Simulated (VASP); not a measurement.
# Ge2F3 (P6/mmm) in VASP: a series of runs

Runs on Ge2F3. Level: PBE. Tasks: relaxation of cell and atoms, single point.

All numbers are computed with VASP 6.6.1; they aren't measurements. Logs are shortened: lines on timing, memory, paths and dates and some standing lists are left out, and cuts for length are marked.

## (1) The cell of the first run

Symmetry: P6/mmm, No. 191, hexagonal system. The conventional cell has a = 4.571 Å, b = 4.571 Å, c = 4.218 Å, α = 90.00°, β = 90.00°, γ = 120.00°. Within 2.6 Å of Ge (site symmetry 6mm) lie 2 Ge at 1.99 to 2.23 Å and 6 F at 2.49 Å. Within 3.0 Å of F (site symmetry mmm) lie 4 F at 2.29 Å and 4 Ge at 2.49 Å.

The cell was generated, and may not be a known phase.

## (2) Relaxation of cell and atoms, PBE

The input, INCAR:

```
SYSTEM = Ge2F3
PREC = Accurate ; ENCUT = 600
EDIFF = 1E-7 ; ISMEAR = 0
SIGMA = 0.1 ; LREAL = .FALSE.
LASPH = .TRUE. ; NELM = 60
ALGO = Fast ; ISIF = 3
LWAVE = .FALSE. ; LCHARG = .FALSE.
GGA = PE ; IBRION = 2
NSW = 90 ; EDIFFG = -0.04
```

The input, KPOINTS:

```
Automatic mesh
0
G
  6 6 4
  0 0 0
```

The input, POSCAR:

```
Ge2F3
1.0
    4.5706564100      0.0000000000      0.0000000000
   -2.2853282000      3.9583045600      0.0000000000
    0.0000000000      0.0000000000      4.2183866400
Ge F
2 3
Direct
    0.0000000000      0.0000000000      0.7643419800
    0.0000000000      0.0000000000      0.2356580200
    0.5000000000      0.0000000000      0.0000000000
    0.0000000000      0.5000000000      0.0000000000
    0.5000000000      0.5000000000      0.0000000000
```

Potentials or basis: VASP PAW PBE potentials, release 64 (Ge_d, F).

Run with:

```bash
cat potpaw_PBE.64/Ge_d/POTCAR potpaw_PBE.64/F/POTCAR > POTCAR
mpirun -np 1 vasp_std > vasp.out
```

OUTCAR:

```text
SYSTEM = Ge2F3
   PREC = Accurate
   ENCUT = 600
   EDIFF = 1E-7
   ISMEAR = 0
   LREAL = .FALSE.
   LASPH = .TRUE.
   NELM = 60
   ISIF = 3
   GGA = PE
   IBRION = 2
   NSW = 90
   EDIFFG = -0.04

 ion  position               nearest neighbor table
   1  0.000  0.000  0.764-   2 1.99   2 2.23
   2  0.000  0.000  0.236-   1 1.99   1 2.23
   3  0.500  0.000  0.000-
   4  0.000  0.500  0.000-
   5  0.500  0.500  0.000-

  LATTYP: Found a hexagonal cell.
 ALAT       =     4.5706564100
 C/A-ratio  =     0.9229279696

  Lattice vectors:

 A1 = (   4.5706564100,   0.0000000000,   0.0000000000)
 A2 = (  -2.2853282000,   3.9583045600,   0.0000000000)
 A3 = (   0.0000000000,   0.0000000000,   4.2183866400)

Analysis of symmetry for initial positions (statically):
=====================================================================
 Subroutine PRICEL returns:
 Original cell was already a primitive cell.

 Routine SETGRP: Setting up the symmetry group for a
 hexagonal supercell.

 Subroutine GETGRP returns: Found 24 space group operations
 (whereof 24 operations were pure point group operations)
 out of a pool of 24 trial point group operations.

The static configuration has the point symmetry D_6h.

Analysis of symmetry for dynamics (positions and initial velocities):
=====================================================================
 Subroutine PRICEL returns:
 Original cell was already a primitive cell.

 Routine SETGRP: Setting up the symmetry group for a
 hexagonal supercell.

 Subroutine GETGRP returns: Found 24 space group operations
 (whereof 24 operations were pure point group operations)
 out of a pool of 24 trial point group operations.

The dynamic configuration has the point symmetry D_6h.

 Subroutine INISYM returns: Found 24 space group operations
 (whereof 24 operations are pure point group operations),
 and found     1 'primitive' translations

----------------------------------------------------------------------------------------

                                     Primitive cell

  volume of cell :      76.3193

  direct lattice vectors                    reciprocal lattice vectors
     4.570656410  0.000000000  0.000000000     0.218786955  0.126316707  0.000000000
    -2.285328200  3.958304560  0.000000000     0.000000000  0.252633415  0.000000000
     0.000000000  0.000000000  4.218386640     0.000000000  0.000000000  0.237057455

  length of vectors
     4.570656410  4.570656405  4.218386640     0.252633415  0.252633415  0.237057455

  position of ions in fractional coordinates (direct lattice)
     0.000000000  0.000000000  0.764341980
     0.000000000  0.000000000  0.235658020
     0.500000000  0.000000000  0.000000000
     0.000000000  0.500000000  0.000000000
     0.500000000  0.500000000  0.000000000

  ion indices of the primitive-cell ions
   primitive index   ion index
                 1           1
                 2           2
                 3           3
                 4           4
                 5           5

----------------------------------------------------------------------------------------

 KPOINTS: Automatic mesh

Automatic generation of k-mesh.
 Grid dimensions read from file:
 generate k-points for:    6    6    4

 Generating k-lattice:

  Cartesian coordinates                     Fractional coordinates (reciprocal lattice)
     0.036464493  0.021052785  0.000000000     0.166666667  0.000000000  0.000000000
     0.000000000  0.042105569  0.000000000     0.000000000  0.166666667  0.000000000
     0.000000000  0.000000000  0.059264364     0.000000000  0.000000000  0.250000000

  Length of vectors
     0.042105569  0.042105569  0.059264364

  Shift w.r.t. Gamma in fractional coordinates (k-lattice)
     0.000000000  0.000000000  0.000000000

 Subroutine IBZKPT returns following result:
 ===========================================

 Found     21 irreducible k-points:

 Following reciprocal coordinates:
            Coordinates               Weight
  0.000000  0.000000  0.000000      1.000000
  0.166667 -0.000000  0.000000      6.000000
  0.333333 -0.000000  0.000000      6.000000
  0.500000  0.000000  0.000000      3.000000
  0.166667  0.166667  0.000000      6.000000
  0.333333  0.166667  0.000000     12.000000
[... 13 lines left out ...]
  0.333333  0.166667  0.500000     12.000000
  0.333333  0.333333  0.500000      2.000000
   k-points           NKPTS =     21   k-points in BZ     NKDIM =     21   number of bands    NBANDS=     29
   number of dos      NEDOS =    301   number of ions     NIONS =      5
   total plane-waves  NPLWV =  57600
   dimension x,y,z NGX =    40 NGY =   40 NGZ =   36
   dimension x,y,z NGXF=    80 NGYF=   80 NGZF=   72
   ions per type =               2   3
   NGX,Y,Z   is equivalent  to a cutoff of  14.55, 14.55, 14.19 a.u.
   NGXF,Y,Z  is equivalent  to a cutoff of  29.10, 29.10, 28.38 a.u.
 SYSTEM =  Ge2F3
   PREC   = accura    normal or accurate (medium, high low for compatibility)
   ISTART =      0    job   : 0-new  1-cont  2-samecut
   ICHARG =      2    charge: 1-file 2-atom 10-const
   ISPIN  =      1    spin polarized calculation?
   LNONCOLLINEAR =      F non collinear calculations
   LSORBIT =      F    spin-orbit coupling
   LASPH  =      T    aspherical Exc in radial PAW
   ENCUT  =  600.0 eV  44.10 Ry    6.64 a.u.   9.13  9.13  8.43*2*pi/ulx,y,z
   NELM   =     60;   NELMIN=  2; NELMDL= -5     # of ELM steps
   EDIFF  = 0.1E-06   stopping-criterion for ELM
   LREAL  =      F    real-space projection
   EDIFFG = -.4E-01   stopping-criterion for IOM
   NSW    =     90    number of steps for IOM
   IBRION =      2    ionic relax: 0-MD 1-quasi-New 2-CG
   NFREE  =      1    steps in history (QN), initial steepest desc. (CG)
   ISIF   =      3    stress and relaxation
   ISYM   =      2    0-nonsym 1-usesym 2-fastsym
   POTIM  = 0.5000    time-step for ionic-motion
   TEBEG  =    0.0;   TEEND  =   0.0 temperature during run
   PSTRESS=    0.0 pullay stress
   NELECT =      49.0000    total number of electrons
   NUPDOWN=      -1.0000    fix difference up-down
   EMIN   =  10.00;   EMAX   =-10.00  energy-range for DOS
   EFERMI =   0.00;   METHOD = LEGACY
   ISMEAR =     0;   SIGMA  =   0.10  broadening in eV -4-tet -1-fermi 0-gaus
   EFERMI_NEDOS =   21; number of points for ismear=-14 and -15
   IALGO  =     68    algorithm
   IMIX   =      4    mixing-type and parameters
     AMIX     =   0.40;   BMIX     =  1.00
     AMIX_MAG =   1.60;   BMIX_MAG =  1.00
  volume/ion in A,a.u.               =      15.26       103.01
  Fermi-wavevector in a.u.,A,eV,Ry     =   1.412306  2.668871 27.138292  1.994608
  Thomas-Fermi vector in A             =   2.534068
   LORBIT       =      0    0 simple, 1 ext, 2 COOP (PROOUT), +10 PAW based schemes
   GGA     = PE    functional components
   LHFCALC =     F    Hartree Fock is set to
   AEXX    =    0.0000 exact exchange contribution
   IVDW    =     0    specifies the selected vdW correction
   LEPSILON=     F    determine dielectric tensor
   LRPA    =     F    only Hartree local field effects (RPA)
 conjugate gradient relaxation of ions
 non-spin polarized calculation
 RMM-DIIS sequential band-by-band and
 Gauss-broadening in eV      SIGMA  =   0.10
  energy-cutoff  :      600.00
  volume of cell :       76.32
 maximum number of plane-waves:      2564
 NGX is ok and might be reduce to    40
   NGX = 19   NGY = 19   NGZ = 17

--------------------------------------- Ionic step        1  -------------------------------------------

 number of electron      49.0000015 magnetization

 Free energy of the ion-electron system (eV)
  ---------------------------------------------------
  ext. energy  EPLUGINS =         0.00000000
  ---------------------------------------------------
  free energy    TOTEN  =       -15.63523502 eV

  energy without entropy =      -15.62818050  energy(sigma->0) =      -15.63170776

------------------------ aborting loop because EDIFF is reached ----------------------------------------

  FORCE on cell =-STRESS in cart. coord.  units (eV):
  Direction    XX          YY          ZZ          XY          YZ          ZX
  --------------------------------------------------------------------------------------
  -------------------------------------------------------------------------------------
  Total        1.9272743      1.9272743     22.5554559      0.0000000     -0.0000000      0.0000000
  in kB       40.4594477     40.4594477    473.5087710      0.0000001     -0.0000000      0.0000000
  external PRESSURE =     184.8092221 kB  Pullay stress =       0.0000000 kB
[... 98 lines left out ...]
  FREE ENERGIE OF THE ION-ELECTRON SYSTEM (eV)
  ---------------------------------------------------
  free  energy   TOTEN  =       -16.4083771907 eV

  energy  without entropy=      -16.3962550925  energy(sigma->0) =      -16.40231614

[... ionic steps 4 to 12 ...]

--------------------------------------- Ionic step       13  -------------------------------------------

 number of electron      48.9999984 magnetization

------------------------ aborting loop because EDIFF is reached ----------------------------------------

  FORCE on cell =-STRESS in cart. coord.  units (eV):
  Direction    XX          YY          ZZ          XY          YZ          ZX
  --------------------------------------------------------------------------------------
  -------------------------------------------------------------------------------------
  Total        0.0884143      0.0884143      0.2559899      0.0000000      0.0000000      0.0000000
  in kB        1.4514753      1.4514753      4.2025202      0.0000000      0.0000000      0.0000000
  external PRESSURE =       2.3684902 kB  Pullay stress =       0.0000000 kB
[... 63 lines left out ...]
  energy  without entropy=      -17.3571070559  energy(sigma->0) =      -17.36594547

--------------------------------------- Ionic step       15  -------------------------------------------

 number of electron      48.9999980 magnetization

 Free energy of the ion-electron system (eV)
  ---------------------------------------------------
  ext. energy  EPLUGINS =         0.00000000
  ---------------------------------------------------
  free energy    TOTEN  =       -17.37507809 eV

  energy without entropy =      -17.35704585  energy(sigma->0) =      -17.36606197

 E-fermi :   0.8769     XC(G=0):  -8.2938

 val. band max:        0.8517755862   @ k =   0.0000   0.0000   0.5000
 cond. band min:       0.9451129776   @ k =   0.3333   0.1667   0.2500
 fundamental gap:      0.0933373914
 Fermi energy:         0.8768994751

 k-point     1 :       0.0000    0.0000    0.0000
  band No.  band energies     occupation
      1     -24.4928      2.00000
      2     -24.4101      2.00000
      3     -24.4101      2.00000
      4     -24.3852      2.00000
      5     -24.3852      2.00000
      6     -24.3709      2.00000
[... 693 lines left out ...]
  FREE ENERGIE OF THE ION-ELECTRON SYSTEM (eV)
  ---------------------------------------------------
  free  energy   TOTEN  =       -17.3750780860 eV

  energy  without entropy=      -17.3570458518  energy(sigma->0) =      -17.36606197

 reached required accuracy - stopping structural energy minimisation
```

Run time: 22 min. Hardware: 1 thread of Oxide Virtual Turin-like, shared host; peak memory 0.22 GiB.

What came out:

```yaml
Free_energy: -17.3751 eV
Relaxed_volume: 19.63 Å³/atom
Relaxed_cell: a = 4.625 Å, b = 4.625 Å, c = 5.299 Å, α = 90.00°, β = 90.00°, γ = 120.00°
Space_group_after_relaxing_to_0.1_Å: P6/mmm (No. 191)
Energy_gained_by_relaxing: 348.0 meV/atom
Ionic_steps: 15
Pressure_after_relaxing: -0.1 GPa
Largest_force_after_relaxing: 0.029 eV/Å
Band_gap_on_the_k_mesh: zero (an odd number of electrons rules out a gap without spin polarisation)
```

Forces on the atoms (eV/Å):
```
Ge   0.000  0.000  0.029
Ge   0.000  0.000 -0.029
F    0.000  0.000  0.000
F    0.000  0.000  0.000
F    0.000  0.000  0.000
```

Stress tensor (GPa, compression positive):
```
 0.00  0.00  0.00
 0.00  0.00  0.00
 0.00  0.00 -0.23
```

The path:
```tsv
step	energy change (eV)	largest force (eV/Å)	pressure (GPa)	volume (Å³)
1	0.0000	3.4086	18.48	76.32
2	0.1114	5.6591	-1.88	96.42
3	-0.7731	4.7862	5.18	83.91
4	-1.6805	0.9675	-1.20	98.80
5	-1.6903	0.8402	-1.70	100.08
6	-1.7021	0.7968	-1.80	100.48
7	-1.7026	0.7259	-2.11	101.30
8	-1.7028	0.7676	-1.92	100.83
9	-1.7115	0.6609	1.11	96.62
10	-1.7285	0.0328	-0.31	98.46
11	-1.7373	0.0944	0.06	97.70
12	-1.7383	0.1240	0.23	97.33
13	-1.7395	0.0194	0.24	97.59
14	-1.7395	0.0505	0.23	97.65
15	-1.7398	0.0290	-0.08	98.16
```

Final structure:
```yaml
crystal:
  lattice:
    - [4.62483, 0.00000, 0.00000]
    - [-2.31241, 4.00522, 0.00000]
    - [0.00000, 0.00000, 5.29919]
  atoms:
    - { symbol: Ge, position: [0.00000, 0.00000, 0.78313] }
    - { symbol: Ge, position: [0.00000, 0.00000, 0.21687] }
    - { symbol: F, position: [0.50000, 0.00000, 0.00000] }
    - { symbol: F, position: [0.00000, 0.50000, 0.00000] }
    - { symbol: F, position: [0.50000, 0.50000, 0.00000] }
```

Caveat: the k points lie up to 0.30 Å⁻¹ apart in the final cell, too coarse for converged energies and pressures of a metal; the volume moved by over 15 % at a fixed basis, so the end points are rough; an odd number of electrons without spin polarisation forces a metal; a magnetic or distorted state may lie lower.

## (3) Single point, PBE

This run uses another cell than the first one, of 20.35 Å³/atom.

The input, INCAR:

```
SYSTEM = Ge2F3
PREC = Accurate ; ENCUT = 520
EDIFF = 1E-6 ; ISMEAR = 0
SIGMA = 0.1 ; LREAL = .False.
LASPH = .True. ; NELM = 80
ALGO = Fast ; ISIF = 2
LWAVE = .False. ; LCHARG = .False.
GGA = PE ; NBANDS = 32
```

The input, KPOINTS:

```
regular mesh
0
Gamma
  12 12 8
  0 0 0
```

The input, POSCAR:

```
Ge2F3
1.0
    4.6468463769      0.0000000000      0.0000000000
   -2.3234231885      4.0242870099      0.0000000000
    0.0000000000      0.0000000000      5.4423923174
Ge F
2 3
Direct
    0.0000000000      0.0000000000      0.7877540977
    0.0000000000      0.0000000000      0.2122459023
    0.5000000000      0.0000000000      0.0000000000
    0.0000000000      0.5000000000      0.0000000000
    0.5000000000      0.5000000000      0.0000000000
```

Potentials or basis: VASP PAW PBE potentials, release 64 (Ge_d, F).

Run with:

```bash
cat potpaw_PBE.64/Ge_d/POTCAR potpaw_PBE.64/F/POTCAR > POTCAR
mpirun -np 1 vasp_std > vasp.out
```

Run time: 11 min. Hardware: 1 thread of Oxide Virtual Turin-like, shared host; peak memory 0.35 GiB.

It converged, with:

```
Free energy            : -17.5921 eV
Pressure               : -0.2 GPa
Largest force          : 0.004 eV/Å
Band gap on the k mesh : zero (an odd number of electrons rules out a gap without spin polarisation)
```

Forces in eV/Å, atoms in the order of the input:
```
Ge   0.000  0.000 -0.004
Ge   0.000  0.000  0.004
F    0.000  0.000  0.000
F    0.000  0.000  0.000
F    0.000  0.000  0.000
```

Levels at points of the mesh, in eV from the Fermi level:
| k point | band 22 | band 23 | band 24 | band 25 | band 26 | band 27 | band 28 | band 29 |
| --- | --- | --- | --- | --- | --- | --- | --- | --- |
| (0.00, 0.00, 0.00) | -1.87 | -1.26 | -0.01 | -0.01 | 2.88 | 2.88 | 3.62 | 3.62 |
| (0.50, 0.00, 0.00) | -2.06 | -1.94 | -0.79 | -0.13 | 0.18 | 2.25 | 4.00 | 4.28 |
| (0.00, 0.00, 0.50) | -1.26 | -0.01 | -0.01 | 1.12 | 2.31 | 2.31 | 3.98 | 3.98 |
| (0.50, 0.00, 0.50) | -1.91 | -1.90 | -0.13 | 1.40 | 1.67 | 2.12 | 2.52 | 3.35 |

Caveat: an odd number of electrons without spin polarisation forces a metal; a magnetic or distorted state may lie lower.

The gap in the log of VASP goes by the Fermi energy; the results here count the filled bands.